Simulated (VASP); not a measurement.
Set up this calculation in VASP 6.6.1, as the native input.

* Task: single point
* Functional: PBE
* Potentials or basis: VASP PAW PBE potentials, release 64 (Rb_sv, Br)
* Cutoff: 520 eV
* k mesh: 6 × 6 × 6
* Occupations: gaussian, width 0.01 eV
* Spin: no spin polarisation
* Dipole correction: no
* Further INCAR settings: ALGO = Normal; EDIFF = 1e-06; NBANDS = 15

The structure of RbBr lies in POSCAR:

```
RbBr
1.0
    0.0000000000      3.4371103020      3.4371103020
    3.4371103020      0.0000000000      3.4371103020
    3.4371103020      3.4371103020      0.0000000000
Rb Br
1 1
Direct
    0.0000000000      0.0000000000      0.0000000000
    0.5000000000      0.5000000000      0.5000000000
```

The input as run:

INCAR

```
SYSTEM = RbBr
  PREC = Accurate
  ENCUT = 520
  EDIFF = 1E-6
  ISMEAR = 0
  SIGMA = 0.01
  LREAL = .False.
  LASPH = .True.
  NELM = 60
  ALGO = Normal
  ISIF = 2
  LWAVE = .False.
  LCHARG = .True.
  GGA = PE
  LELF = .True.
  LVHAR = .True.
  NBANDS = 15
```

KPOINTS

```
Automatic mesh
0
Gamma
  6 6 6
  0 0 0
```

Potentials or basis: VASP PAW PBE potentials, release 64 (Rb_sv, Br).

Command:

```bash
$ cat potpaw_PBE.64/Rb_sv/POTCAR potpaw_PBE.64/Br/POTCAR > POTCAR
$ mpirun -np 1 vasp_std > vasp.out
```

It gave:

```
Pressure               : 0.9 GPa
Band gap on the k mesh : 4.34 eV
```

Run time: 21 s on 1 thread of Intel Xeon 8259CL, with other jobs on the host, peak memory 0.21 GiB.
